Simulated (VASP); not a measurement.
# Mo (R-3m) in VASP: further runs

Mo is run at these levels: LDA; tasks: single point.

Program: VASP 6.6.1. These are calculated values, not measurements. Logs are shortened: lines on timing, memory, paths and dates and some standing lists are left out, and cuts for length are marked.

**1. The cell of the first run**

It takes space group R-3m (No. 166, trigonal). The conventional cell has a = 3.316 Å, b = 3.316 Å, c = 4.490 Å, α = 90.00°, β = 90.00°, γ = 120.00°. Mo (site symmetry -3m) has 12 Mo at 2.43 to 3.32 Å within 3.4 Å.

**2. Single point, LDA (14.26 Å³/atom)**

Input file INCAR:

```
SYSTEM = Mo
PREC = Accurate
ENCUT = 520
EDIFF = 1E-6
ISMEAR = 0
SIGMA = 0.15
LREAL = .FALSE.
LASPH = .TRUE.
NELM = 60
ALGO = Fast
ISIF = 2
LWAVE = .FALSE.
LCHARG = .TRUE.
LELF = .TRUE.
LVHAR = .TRUE.
NBANDS = 13
```

Input file KPOINTS:

```
regular mesh
0
G
  22 22 22
  0 0 0
```

Input file POSCAR:

```
Mo
1.0
   -0.6991731371      1.6458650553      1.6458650553
    1.6458650553     -0.6991731371      1.6458650553
    1.6458650553      1.6458650553     -0.6991731371
Mo
1
Direct
    0.0000000000      0.0000000000      0.0000000000
```

Potentials or basis: VASP PAW LDA potentials, release 64 (Mo_sv).

Command:

```bash
> cat potpaw_LDA.64/Mo_sv/POTCAR > POTCAR
> mpirun -np 1 vasp_std > vasp.out
```

OUTCAR:

```text
SYSTEM = Mo
   PREC = Accurate
   ENCUT = 520
   EDIFF = 1E-6
   ISMEAR = 0
   LREAL = .FALSE.
   LASPH = .TRUE.
   NELM = 60
   ISIF = 2

 ion  position               nearest neighbor table
   1  0.000  0.000  0.000-

  LATTYP: Found a trigonal (rhomboedric) cell.
 ALAT       =     2.4303470197
 COS(alpha) =     0.0689708858

  Lattice vectors:

 A1 = (  -0.6991731371,   1.6458650553,   1.6458650553)
 A2 = (   1.6458650553,  -0.6991731371,   1.6458650553)
 A3 = (   1.6458650553,   1.6458650553,  -0.6991731371)

Analysis of symmetry for initial positions (statically):
=====================================================================
 Subroutine PRICEL returns:
 Original cell was already a primitive cell.

 Routine SETGRP: Setting up the symmetry group for a
 trigonal (rhombohedral) supercell.

 Subroutine GETGRP returns: Found 12 space group operations
 (whereof 12 operations were pure point group operations)
 out of a pool of 12 trial point group operations.

The static configuration has the point symmetry D_3d.

Analysis of symmetry for dynamics (positions and initial velocities):
=====================================================================
 Subroutine PRICEL returns:
 Original cell was already a primitive cell.

 Routine SETGRP: Setting up the symmetry group for a
 trigonal (rhombohedral) supercell.

 Subroutine GETGRP returns: Found 12 space group operations
 (whereof 12 operations were pure point group operations)
 out of a pool of 12 trial point group operations.

The dynamic configuration has the point symmetry D_3d.

 Subroutine INISYM returns: Found 12 space group operations
 (whereof 12 operations are pure point group operations),
 and found     1 'primitive' translations

----------------------------------------------------------------------------------------

                                     Primitive cell

  volume of cell :      14.2570

  direct lattice vectors                    reciprocal lattice vectors
    -0.699173137  1.645865055  1.645865055    -0.155714996  0.270717291  0.270717291
     1.645865055 -0.699173137  1.645865055     0.270717291 -0.155714996  0.270717291
     1.645865055  1.645865055 -0.699173137     0.270717291  0.270717291 -0.155714996

  length of vectors
     2.430347020  2.430347020  2.430347020     0.413307226  0.413307226  0.413307226

  position of ions in fractional coordinates (direct lattice)
     0.000000000  0.000000000  0.000000000

  ion indices of the primitive-cell ions
   primitive index   ion index
                 1           1

----------------------------------------------------------------------------------------

 KPOINTS: regular mesh

Automatic generation of k-mesh.
 Grid dimensions read from file:
 generate k-points for:   22   22   22

 Generating k-lattice:

  Cartesian coordinates                     Fractional coordinates (reciprocal lattice)
    -0.007077954  0.012305331  0.012305331     0.045454545  0.000000000  0.000000000
     0.012305331 -0.007077954  0.012305331     0.000000000  0.045454545  0.000000000
     0.012305331  0.012305331 -0.007077954     0.000000000  0.000000000  0.045454545

  Length of vectors
     0.018786692  0.018786692  0.018786692

  Shift w.r.t. Gamma in fractional coordinates (k-lattice)
     0.000000000  0.000000000  0.000000000

 Subroutine IBZKPT returns following result:
 ===========================================

 Found   1024 irreducible k-points:

 Following reciprocal coordinates:
            Coordinates               Weight
  0.000000  0.000000  0.000000      1.000000
  0.045455  0.000000  0.000000      6.000000
  0.090909  0.000000  0.000000      6.000000
  0.136364  0.000000  0.000000      6.000000
  0.181818  0.000000  0.000000      6.000000
  0.227273  0.000000  0.000000      6.000000
[... 16 lines left out ...]
  0.500000  0.045455  0.000000     12.000000
 -0.454545  0.045455 -0.000000     12.000000
 [... further k-points ...]
   k-points           NKPTS =   1024   k-points in BZ     NKDIM =   1024   number of bands    NBANDS=     13
   number of dos      NEDOS =    301   number of ions     NIONS =      1
   total plane-waves  NPLWV =   5832
   dimension x,y,z NGX =    18 NGY =   18 NGZ =   18
   dimension x,y,z NGXF=    36 NGYF=   36 NGZF=   36
   ions per type =               1
   NGX,Y,Z   is equivalent  to a cutoff of  12.31, 12.31, 12.31 a.u.
   NGXF,Y,Z  is equivalent  to a cutoff of  24.63, 24.63, 24.63 a.u.
 SYSTEM =  Mo
   PREC   = accura    normal or accurate (medium, high low for compatibility)
   ISTART =      0    job   : 0-new  1-cont  2-samecut
   ICHARG =      2    charge: 1-file 2-atom 10-const
   ISPIN  =      1    spin polarized calculation?
   LNONCOLLINEAR =      F non collinear calculations
   LSORBIT =      F    spin-orbit coupling
   LASPH  =      T    aspherical Exc in radial PAW
   ENCUT  =  520.0 eV  38.22 Ry    6.18 a.u.   4.52  4.52  4.52*2*pi/ulx,y,z
   NELM   =     60;   NELMIN=  2; NELMDL= -5     # of ELM steps
   EDIFF  = 0.1E-05   stopping-criterion for ELM
   LREAL  =      F    real-space projection
   EDIFFG = 0.1E-04   stopping-criterion for IOM
   NSW    =      0    number of steps for IOM
   IBRION =     -1    ionic relax: 0-MD 1-quasi-New 2-CG
   NFREE  =      0    steps in history (QN), initial steepest desc. (CG)
   ISIF   =      2    stress and relaxation
   ISYM   =      2    0-nonsym 1-usesym 2-fastsym
   POTIM  = 0.5000    time-step for ionic-motion
   TEBEG  =    0.0;   TEEND  =   0.0 temperature during run
   PSTRESS=    0.0 pullay stress
   NELECT =      14.0000    total number of electrons
   NUPDOWN=      -1.0000    fix difference up-down
   EMIN   =  10.00;   EMAX   =-10.00  energy-range for DOS
   EFERMI =   0.00;   METHOD = LEGACY
   ISMEAR =     0;   SIGMA  =   0.15  broadening in eV -4-tet -1-fermi 0-gaus
   EFERMI_NEDOS =   21; number of points for ismear=-14 and -15
   IALGO  =     68    algorithm
   IMIX   =      4    mixing-type and parameters
     AMIX     =   0.40;   BMIX     =  1.00
     AMIX_MAG =   1.60;   BMIX_MAG =  1.00
  volume/ion in A,a.u.               =      14.26        96.21
  Fermi-wavevector in a.u.,A,eV,Ry     =   1.627202  3.074966 36.025319  2.647786
  Thomas-Fermi vector in A             =   2.720036
   LORBIT       =      0    0 simple, 1 ext, 2 COOP (PROOUT), +10 PAW based schemes
   GGA     = CA    functional components
   LHFCALC =     F    Hartree Fock is set to
   AEXX    =    0.0000 exact exchange contribution
   IVDW    =     0    specifies the selected vdW correction
   LEPSILON=     F    determine dielectric tensor
   LRPA    =     F    only Hartree local field effects (RPA)
 non-spin polarized calculation
 RMM-DIIS sequential band-by-band and
 Gauss-broadening in eV      SIGMA  =   0.15
  energy-cutoff  :      520.00
  volume of cell :       14.26
 maximum number of plane-waves:       400
   NGX =  9   NGY =  9   NGZ =  9

 number of electron      14.0000005 magnetization

 Free energy of the ion-electron system (eV)
  ---------------------------------------------------
  ext. energy  EPLUGINS =         0.00000000
  ---------------------------------------------------
  free energy    TOTEN  =       -10.73081380 eV

  energy without entropy =      -10.72092141  energy(sigma->0) =      -10.72586760

 E-fermi :  13.9258     XC(G=0): -13.9801

 val. band max:       13.9254447197   @ k =  -0.4545  -0.4545   0.1364
 cond. band min:      13.9272384602   @ k =  -0.4091   0.5000   0.1818
 fundamental gap:      0.0017937405
 Fermi energy:        13.9258146335

 k-point     1 :       0.0000    0.0000    0.0000
  band No.  band energies     occupation
      1     -47.1550      2.00000
      2     -20.0161      2.00000
      3     -20.0161      2.00000
      4     -19.8532      2.00000
      5       6.7679      2.00000
      6       8.5516      2.00000
      7       8.5516      2.00000
      8      18.6871      0.00000
      9      18.6871      0.00000
     10      18.8943      0.00000
     11      29.7615      0.00000
     12      31.6704      0.00000
     13      31.6704      0.00000

 k-point     2 :       0.0455    0.0000    0.0000
  band No.  band energies     occupation
      1     -47.1468      2.00000
      2     -20.0584      2.00000
      3     -20.0111      2.00000
      4     -19.8666      2.00000
      5       6.8483      2.00000
      6       8.5719      2.00000
      7       8.6519      2.00000
      8      18.5585      0.00000
      9      18.6295      0.00000
     10      18.8334      0.00000
     11      29.8052      0.00000
     12      31.4345      0.00000
     13      31.8665      0.00000

 k-point     3 :       0.0909    0.0000    0.0000
  band No.  band energies     occupation
      1     -47.1229      2.00000
      2     -20.2119      2.00000
      3     -19.9965      2.00000
      4     -19.8735      2.00000
      5       7.0684      2.00000
      6       8.6314      2.00000
      7       8.9620      2.00000
      8      18.2020      0.00000
      9      18.3301      0.00000
     10      18.8071      0.00000
     11      29.6155      0.00000
     12      31.1662      0.00000
     13      32.4196      0.00000
[... 305 lines left out ...]
 k-point    23 :       0.5000    0.0455    0.0000
  band No.  band energies     occupation
      1     -46.7270      2.00000
      2     -22.5938      2.00000
      3     -19.7972      2.00000
      4     -19.6835      2.00000
      5       9.6889      2.00000
      6       9.9964      2.00000
      7      13.4532      1.99999
      8      14.7106      0.00000
      9      15.5070      0.00000
     10      19.0672      0.00000
     11      25.7811      0.00000
     12      28.6933      0.00000
     13      34.3020      0.00000

 k-point    24 :      -0.4545    0.0455   -0.0000
  band No.  band energies     occupation
      1     -46.7355      2.00000
      2     -22.5476      2.00000
      3     -19.8041      2.00000
      4     -19.6889      2.00000
      5       9.6663      2.00000
      6       9.9038      2.00000
      7      13.6056      1.99746
      8      14.8124      0.00000
      9      15.3545      0.00000
     10      19.0493      0.00000
     11      25.6089      0.00000
     12      28.7730      0.00000
     13      34.2953      0.00000

 [... further k-points ...]

------------------------ aborting loop because EDIFF is reached ----------------------------------------

  FORCE on cell =-STRESS in cart. coord.  units (eV):
  Direction    XX          YY          ZZ          XY          YZ          ZX
  --------------------------------------------------------------------------------------
  -------------------------------------------------------------------------------------
  Total        4.1315655      4.1315655      4.1315655      0.9248819      0.9248819      0.9248819
  in kB      464.2982764    464.2982764    464.2982764    103.9366520    103.9366520    103.9366520
  external PRESSURE =     464.2982764 kB  Pullay stress =       0.0000000 kB

 VOLUME and BASIS-vectors are now :
 -----------------------------------------------------------------------------
  energy-cutoff  :      520.00
  volume of cell :       14.26
      direct lattice vectors                 reciprocal lattice vectors
    -0.699173137  1.645865055  1.645865055    -0.155714996  0.270717291  0.270717291
     1.645865055 -0.699173137  1.645865055     0.270717291 -0.155714996  0.270717291
     1.645865055  1.645865055 -0.699173137     0.270717291  0.270717291 -0.155714996

 POSITION                                       TOTAL-FORCE (eV/Angst)
 -----------------------------------------------------------------------------------
      0.00000      0.00000      0.00000        -0.000000      0.000000     -0.000000
 -----------------------------------------------------------------------------------
    total drift:                                0.000000     -0.000000      0.000000

  FREE ENERGIE OF THE ION-ELECTRON SYSTEM (eV)
  ---------------------------------------------------
  free  energy   TOTEN  =       -10.7308137994 eV

  energy  without entropy=      -10.7209214077  energy(sigma->0) =      -10.72586760
```

Run time: 93 s. Hardware: 1 thread of Intel Xeon Platinum 8259CL at 2.50GHz (Skylake/Cascade Lake), shared host; peak memory 0.27 GiB.

Results:

- Free energy: -10.7308 eV
- Pressure: 46.4 GPa
- Band gap on the k mesh: zero (bands 7 and 8 overlap by 3.26 eV)

Caveat: the cell stands under pressure.

(Continued in part 2 of 2.)
